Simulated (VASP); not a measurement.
# Bi (P-1) in VASP: single point with PBEsol

Aim: the single point of Bi with PBEsol.

Program: VASP 6.6.1. These are calculated values, not measurements. Logs are shortened: lines on timing, memory, paths and dates and some standing lists are left out, and cuts for length are marked.

## 1. The cell of the first run

The typed cell holds 2 atoms: a = 4.539 Å, b = 4.578 Å, c = 11.830 Å, α = 90.41°, β = 91.14°, γ = 120.85°.

## 2. Single point, PBEsol (equal xy, yz and zx shear strains of -2 %)

File INCAR:

```
PREC = Accurate
ENCUT = 520
EDIFF = 1E-7
ISMEAR = -1
SIGMA = 0.03
LREAL = F
LASPH = T
NELM = 80
ALGO = Normal
ISIF = 2
LWAVE = F
LCHARG = F
GGA = PS
NBANDS = 22
```

File KPOINTS:

```
Automatic mesh
0
Gamma
  9 9 3
```

File POSCAR:

```
Bi
1.0
    4.5390002997     -0.0453900030     -0.0453900030
   -2.3088090456      3.9535845689     -0.0166138942
   -0.1182900000     -0.1182900000     11.8290000000
Bi
2
Direct
    0.3333333333      0.6666666667      0.2500000000
    0.6666666667      0.3333333333      0.7500000000
```

Potentials or basis: VASP PAW PBE potentials, release 64 (Bi_d).

On the command line:

```console
$ cat potpaw_PBE.64/Bi_d/POTCAR > POTCAR
$ mpirun -np 1 vasp_std > vasp.out
```

OUTCAR:

```text
PREC = Accurate
   ENCUT = 520
   EDIFF = 1E-7
   ISMEAR = -1
   LREAL = F
   LASPH = T
   NELM = 80
   ISIF = 2
   GGA = PS

 ion  position               nearest neighbor table
   1  0.333  0.667  0.250-
   2  0.667  0.333  0.750-

  LATTYP: Found a triclinic cell.
 ALAT       =     4.5001758052
 B/A-ratio  =     1.0087281861
 C/A-ratio  =     2.6288268176
 COS(alpha) =     0.0198960208
 COS(beta)  =     0.0274156886
 COS(gamma) =     0.4869832429

  Lattice vectors:

 A1 = (   2.2301912541,   3.9081945659,  -0.0620038972)
 A2 = (   4.5390002997,  -0.0453900030,  -0.0453900030)
 A3 = (   0.1182900000,   0.1182900000, -11.8290000000)

Analysis of symmetry for initial positions (statically):
=====================================================================
 Subroutine PRICEL returns:
 Original cell was already a primitive cell.

 Routine SETGRP: Setting up the symmetry group for a
 triclinic supercell.

 Subroutine GETGRP returns: Found  2 space group operations
 (whereof  2 operations were pure point group operations)
 out of a pool of  2 trial point group operations.

The static configuration has the point symmetry S_2 .

Analysis of symmetry for dynamics (positions and initial velocities):
=====================================================================
 Subroutine PRICEL returns:
 Original cell was already a primitive cell.

 Routine SETGRP: Setting up the symmetry group for a
 triclinic supercell.

 Subroutine GETGRP returns: Found  2 space group operations
 (whereof  2 operations were pure point group operations)
 out of a pool of  2 trial point group operations.

The dynamic configuration has the point symmetry S_2 .

 Subroutine INISYM returns: Found  2 space group operations
 (whereof  2 operations are pure point group operations),
 and found     1 'primitive' translations

----------------------------------------------------------------------------------------

                                     Primitive cell

  volume of cell :     210.9929

  direct lattice vectors                    reciprocal lattice vectors
     4.539000300 -0.045390003 -0.045390003     0.221642431  0.129449205  0.003510916
    -2.308809046  3.953584569 -0.016613894     0.002570169  0.254446746  0.002570169
    -0.118290000 -0.118290000 11.829000000     0.000854092  0.000854092  0.084555082

  length of vectors
     4.539454177  4.578395590 11.830182841     0.256699806  0.254472706  0.084563708

  position of ions in fractional coordinates (direct lattice)
     0.333333333  0.666666667  0.250000000
     0.666666667  0.333333333  0.750000000

  ion indices of the primitive-cell ions
   primitive index   ion index
                 1           1
                 2           2

----------------------------------------------------------------------------------------

 KPOINTS: Automatic mesh

Automatic generation of k-mesh.
 Grid dimensions read from file:
 generate k-points for:    9    9    3

 Generating k-lattice:

  Cartesian coordinates                     Fractional coordinates (reciprocal lattice)
     0.024626937  0.014383245  0.000390102     0.111111111 -0.000000000  0.000000000
     0.000285574  0.028271861  0.000285574    -0.000000000  0.111111111 -0.000000000
     0.000284697  0.000284697  0.028185027     0.000000000  0.000000000  0.333333333

  Length of vectors
     0.028522201  0.028274745  0.028187903

  Shift w.r.t. Gamma in fractional coordinates (k-lattice)
     0.000000000  0.000000000  0.000000000

 Subroutine IBZKPT returns following result:
 ===========================================

 Found    122 irreducible k-points:

 Following reciprocal coordinates:
            Coordinates               Weight
  0.000000  0.000000  0.000000      1.000000
  0.111111  0.000000  0.000000      2.000000
  0.222222  0.000000  0.000000      2.000000
  0.333333  0.000000 -0.000000      2.000000
  0.444444  0.000000  0.000000      2.000000
  0.000000  0.111111  0.000000      2.000000
[... 16 lines left out ...]
 -0.111111  0.222222 -0.000000      2.000000
  0.000000  0.333333 -0.000000      2.000000
 [... further k-points ...]
   k-points           NKPTS =    122   k-points in BZ     NKDIM =    122   number of bands    NBANDS=     22
   number of dos      NEDOS =    301   number of ions     NIONS =      2
   total plane-waves  NPLWV = 116640
   dimension x,y,z NGX =    36 NGY =   36 NGZ =   90
   dimension x,y,z NGXF=    72 NGYF=   72 NGZF=  180
   ions per type =               2
   NGX,Y,Z   is equivalent  to a cutoff of  13.18, 13.07, 12.65 a.u.
   NGXF,Y,Z  is equivalent  to a cutoff of  26.37, 26.14, 25.29 a.u.
 SYSTEM =  unknown system
   PREC   = accura    normal or accurate (medium, high low for compatibility)
   ISTART =      0    job   : 0-new  1-cont  2-samecut
   ICHARG =      2    charge: 1-file 2-atom 10-const
   ISPIN  =      1    spin polarized calculation?
   LNONCOLLINEAR =      F non collinear calculations
   LSORBIT =      F    spin-orbit coupling
   LASPH  =      T    aspherical Exc in radial PAW
   ENCUT  =  520.0 eV  38.22 Ry    6.18 a.u.   8.44  8.51 22.00*2*pi/ulx,y,z
   NELM   =     80;   NELMIN=  2; NELMDL= -5     # of ELM steps
   EDIFF  = 0.1E-06   stopping-criterion for ELM
   LREAL  =      F    real-space projection
   EDIFFG = 0.1E-05   stopping-criterion for IOM
   NSW    =      0    number of steps for IOM
   IBRION =     -1    ionic relax: 0-MD 1-quasi-New 2-CG
   NFREE  =      0    steps in history (QN), initial steepest desc. (CG)
   ISIF   =      2    stress and relaxation
   ISYM   =      2    0-nonsym 1-usesym 2-fastsym
   POTIM  = 0.5000    time-step for ionic-motion
   TEBEG  =    0.0;   TEEND  =   0.0 temperature during run
   PSTRESS=    0.0 pullay stress
   NELECT =      30.0000    total number of electrons
   NUPDOWN=      -1.0000    fix difference up-down
   EMIN   =  10.00;   EMAX   =-10.00  energy-range for DOS
   EFERMI =   0.00;   METHOD = LEGACY
   ISMEAR =    -1;   SIGMA  =   0.03  broadening in eV -4-tet -1-fermi 0-gaus
   EFERMI_NEDOS =   21; number of points for ismear=-14 and -15
   IALGO  =     38    algorithm
   IMIX   =      4    mixing-type and parameters
     AMIX     =   0.40;   BMIX     =  1.00
     AMIX_MAG =   1.60;   BMIX_MAG =  1.00
  volume/ion in A,a.u.               =     105.50       711.93
  Fermi-wavevector in a.u.,A,eV,Ry     =   0.854462  1.614699  9.933679  0.730105
  Thomas-Fermi vector in A             =   1.971062
   LORBIT       =      0    0 simple, 1 ext, 2 COOP (PROOUT), +10 PAW based schemes
   GGA     = PS    functional components
   LHFCALC =     F    Hartree Fock is set to
   AEXX    =    0.0000 exact exchange contribution
   IVDW    =     0    specifies the selected vdW correction
   LEPSILON=     F    determine dielectric tensor
   LRPA    =     F    only Hartree local field effects (RPA)
 non-spin polarized calculation
  energy-cutoff  :      520.00
  volume of cell :      210.99
 maximum number of plane-waves:      5726
 NGX is ok and might be reduce to    36
   NGX = 17   NGY = 17   NGZ = 43

 number of electron      29.9999994 magnetization

 Free energy of the ion-electron system (eV)
  ---------------------------------------------------
  ext. energy  EPLUGINS =         0.00000000
  ---------------------------------------------------
  free energy    TOTEN  =        -3.38086343 eV

  energy without entropy =       -3.35965084  energy(sigma->0) =       -3.37025713

 E-fermi :  -1.1530     XC(G=0):  -5.4271

 val. band max:       -1.1532682039   @ k =   0.3333   0.0000   0.3333
 cond. band min:      -1.1513972194   @ k =  -0.4444   0.1111   0.3333
 fundamental gap:      0.0018709845
 Fermi energy:        -1.1529752469

 k-point     1 :       0.0000    0.0000    0.0000
  band No.  band energies     occupation
      1     -23.9258      2.00000
      2     -23.9257      2.00000
      3     -23.9219      2.00000
      4     -23.9219      2.00000
      5     -23.9179      2.00000
      6     -23.9179      2.00000
[... 14 lines left out ...]
     21       4.5268      0.00000
     22       4.7117      0.00000

 k-point     2 :       0.1111    0.0000    0.0000
  band No.  band energies     occupation
      1     -23.9254      2.00000
      2     -23.9254      2.00000
      3     -23.9220      2.00000
      4     -23.9220      2.00000
      5     -23.9182      2.00000
      6     -23.9182      2.00000
[... 14 lines left out ...]
     21       4.6684      0.00000
     22       4.9414      0.00000

 k-point     3 :       0.2222    0.0000    0.0000
  band No.  band energies     occupation
      1     -23.9246      2.00000
      2     -23.9246      2.00000
      3     -23.9222      2.00000
      4     -23.9222      2.00000
      5     -23.9189      2.00000
      6     -23.9189      2.00000
[... 14 lines left out ...]
     21       4.5947      0.00000
     22       5.1601      0.00000

 k-point     4 :       0.3333    0.0000   -0.0000
  band No.  band energies     occupation
      1     -23.9240      2.00000
      2     -23.9240      2.00000
      3     -23.9225      2.00000
      4     -23.9225      2.00000
      5     -23.9197      2.00000
      6     -23.9197      2.00000
[... 14 lines left out ...]
     21       4.2967      0.00000
     22       4.8162      0.00000

 k-point     5 :       0.4444    0.0000    0.0000
  band No.  band energies     occupation
      1     -23.9237      2.00000
      2     -23.9237      2.00000
      3     -23.9227      2.00000
      4     -23.9227      2.00000
      5     -23.9202      2.00000
      6     -23.9202      2.00000
[... 14 lines left out ...]
     21       4.0104      0.00000
     22       4.4401      0.00000

 k-point     6 :       0.0000    0.1111    0.0000
  band No.  band energies     occupation
      1     -23.9254      2.00000
      2     -23.9253      2.00000
      3     -23.9221      2.00000
      4     -23.9221      2.00000
      5     -23.9181      2.00000
      6     -23.9181      2.00000
[... 14 lines left out ...]
     21       4.6661      0.00000
     22       4.9386      0.00000

 k-point     7 :       0.1111    0.1111    0.0000
  band No.  band energies     occupation
      1     -23.9248      2.00000
      2     -23.9248      2.00000
      3     -23.9222      2.00000
      4     -23.9222      2.00000
      5     -23.9187      2.00000
      6     -23.9187      2.00000
[... 324 lines left out ...]
      6     -23.9193      2.00000
[... 14 lines left out ...]
     21       4.8892      0.00000
     22       5.7542      0.00000

 k-point    21 :      -0.3333    0.2222   -0.0000
  band No.  band energies     occupation
      1     -23.9234      2.00000
      2     -23.9234      2.00000
      3     -23.9231      2.00000
      4     -23.9231      2.00000
      5     -23.9186      2.00000
      6     -23.9186      2.00000
[... 14 lines left out ...]
     21       5.0702      0.00000
     22       5.2733      0.00000

 k-point    22 :      -0.2222    0.2222   -0.0000
  band No.  band energies     occupation
      1     -23.9241      2.00000
      2     -23.9241      2.00000
      3     -23.9228      2.00000
      4     -23.9228      2.00000
      5     -23.9182      2.00000
      6     -23.9182      2.00000
[... 14 lines left out ...]
     21       4.6088      0.00000
     22       5.2019      0.00000

 k-point    23 :      -0.1111    0.2222   -0.0000
  band No.  band energies     occupation
      1     -23.9245      2.00000
      2     -23.9244      2.00000
      3     -23.9226      2.00000
      4     -23.9226      2.00000
      5     -23.9182      2.00000
      6     -23.9182      2.00000
[... 14 lines left out ...]
     21       4.7598      0.00000
     22       5.5868      0.00000

 k-point    24 :       0.0000    0.3333   -0.0000
  band No.  band energies     occupation
      1     -23.9235      2.00000
      2     -23.9235      2.00000
      3     -23.9230      2.00000
      4     -23.9230      2.00000
      5     -23.9191      2.00000
      6     -23.9191      2.00000
[... 14 lines left out ...]
     21       4.3352      0.00000
     22       4.8505      0.00000

 [... further k-points ...]

------------------------ aborting loop because EDIFF is reached ----------------------------------------

  FORCE on cell =-STRESS in cart. coord.  units (eV):
  Direction    XX          YY          ZZ          XY          YZ          ZX
  --------------------------------------------------------------------------------------
  -------------------------------------------------------------------------------------
  Total       -6.7610711     -6.7762913     -0.5339286     -0.1021407      0.0555169      0.0554861
  in kB      -51.3402732    -51.4558483     -4.0543934     -0.7756067      0.4215683      0.4213343
  external PRESSURE =     -35.6168383 kB  Pullay stress =       0.0000000 kB

 VOLUME and BASIS-vectors are now :
 -----------------------------------------------------------------------------
  energy-cutoff  :      520.00
  volume of cell :      210.99
      direct lattice vectors                 reciprocal lattice vectors
     4.539000300 -0.045390003 -0.045390003     0.221642431  0.129449205  0.003510916
    -2.308809046  3.953584569 -0.016613894     0.002570169  0.254446746  0.002570169
    -0.118290000 -0.118290000 11.829000000     0.000854092  0.000854092  0.084555082

 POSITION                                       TOTAL-FORCE (eV/Angst)
 -----------------------------------------------------------------------------------
     -0.05578      2.59102      2.93104        -0.001880      0.000106     -0.000430
      2.16768      1.19888      8.83595         0.001880     -0.000106      0.000430
 -----------------------------------------------------------------------------------
    total drift:                               -0.000000      0.000000      0.000000

  FREE ENERGIE OF THE ION-ELECTRON SYSTEM (eV)
  ---------------------------------------------------
  free  energy   TOTEN  =        -3.3808634253 eV

  energy  without entropy=       -3.3596508445  energy(sigma->0) =       -3.37025713
```

Wall time 15 min (1 thread of Oxide Virtual Turin-like, shared host); peak memory 0.59 GiB.

What came out:

```
Free energy            : -3.3809 eV
Pressure               : -3.6 GPa
Band gap on the k mesh : zero (bands 15 and 16 overlap by 2.09 eV)
```

Levels at points of the mesh, in eV from the Fermi level:
| k point | band 13 | band 14 | band 15 | band 16 | band 17 | band 18 |
| --- | --- | --- | --- | --- | --- | --- |
| (0.00, 0.00, 0.00) | -0.84 | -0.34 | 1.39 | 1.40 | 1.47 | 1.48 |

Caveat: the cell differs from its parent crystal (equal xy, yz and zx shear strains of -2 %); the cell stands under tension; the PAW data sets were made with another functional, which shifts forces and pressure a little; spin-orbit coupling is left out, which moves the levels of the heavy elements.
